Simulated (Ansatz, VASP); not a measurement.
**Two plane-wave programs on LaMn3**

Contents of INCAR:

```
SYSTEM = LaMn3
ALGO = Fast
EDIFF = 1E-6
ENCUT = 520
GGA = PS
ISIF = 2
ISMEAR = 0
ISPIN = 2
LASPH = .True.
LCHARG = .True.
LELF = .True.
LMAXMIX = 6
LORBIT = 11
LREAL = .False.
LVHAR = .True.
LWAVE = .False.
MAGMOM = 0 3.56 3.56 3.56
NBANDS = 37
NELM = 150
PREC = Accurate
SIGMA = 0.05
```

File KPOINTS:

```
k-points
0
Gamma
  8 8 8
  0 0 0
```

File POSCAR:

```
LaMn3
1.0
    4.1647419280      0.0000000000      0.0000000000
    0.0000000000      4.1647419280      0.0000000000
    0.0000000000      0.0000000000      4.1647419280
La Mn
1 3
Direct
    0.0000000000      0.0000000000      0.0000000000
    0.0000000000      0.5000000000      0.5000000000
    0.5000000000      0.5000000000      0.0000000000
    0.5000000000      0.0000000000      0.5000000000
```

Input for Ansatz:

```yaml
crystal:
  lattice:
    - [4.164741928, 0.0, 0.0]
    - [0.0, 4.164741928, 0.0]
    - [0.0, 0.0, 4.164741928]
  atoms:
    - { symbol: La, position: [0.0, 0.0, 0.0] }
    - { symbol: Mn, position: [0.0, 0.5, 0.5], spin: 3.56 }
    - { symbol: Mn, position: [0.5, 0.5, 0.0], spin: 3.56 }
    - { symbol: Mn, position: [0.5, 0.0, 0.5], spin: 3.56 }
basis:
  ecutwfc: 420
  ecutrho_ratio: 4
kpoints:
  mp_grid: { grid: [8, 8, 8] }
hamiltonian:
  xc: pbesol
scf:
  occupations: { method: gaussian, width: 0.05 }
  lower_state_search: "off"
output:
  forces: true
  stress: true
  eigenvalues: true
  populations: true
  hubbard: { sites: [{ species: La, l: f }] }
magnetization:
  spin_polarized: true
checkpoint:
  read: start.run
  write: ck
  compress: false
  write_wavefunctions: false
  write_every: 100000
```

Alike in both runs: task single point; functional PBEsol; k mesh 8 × 8 × 8; occupations gaussian, width 0.05 eV; collinear spin.

|  | VASP | Ansatz |
| --- | --- | --- |
| version | VASP 6.6.1 | Ansatz 0.2.0 |
| potentials or method | VASP PAW PBE potentials, release 64 (La, Mn_pv), cutoff 520 eV | scalar-relativistic, plane waves, PAW |
| valence electrons in the cell | 50 | 56 |

VASP gave:

| Property | Result |
| --- | --- |
| gap on the k mesh at the Fermi level (eV) | none |
| pressure (GPa) | -4.6 |
| net moment per atom (μB) | 2.39 |
| size of the moment on the site where the two differ most (μB) | 0.19 |

Task: Which values does Ansatz return?

Result: gap on the k mesh at the Fermi level (eV): none; pressure (GPa): -4.6; net moment per atom (μB): 2.40; size of the moment on the site where the two differ most (μB): 0.13.

VASP's potentials were made for PBE, not for PBEsol. Site moments also hang on the region over which each program counts them. A gap of «none» marks a metal or a gap that the smearing closes. VASP's potentials hold 50 valence electrons a cell and Ansatz's 56, so a difference there can come from the potentials and not from the codes.

Neither program's run includes spin-orbit coupling.
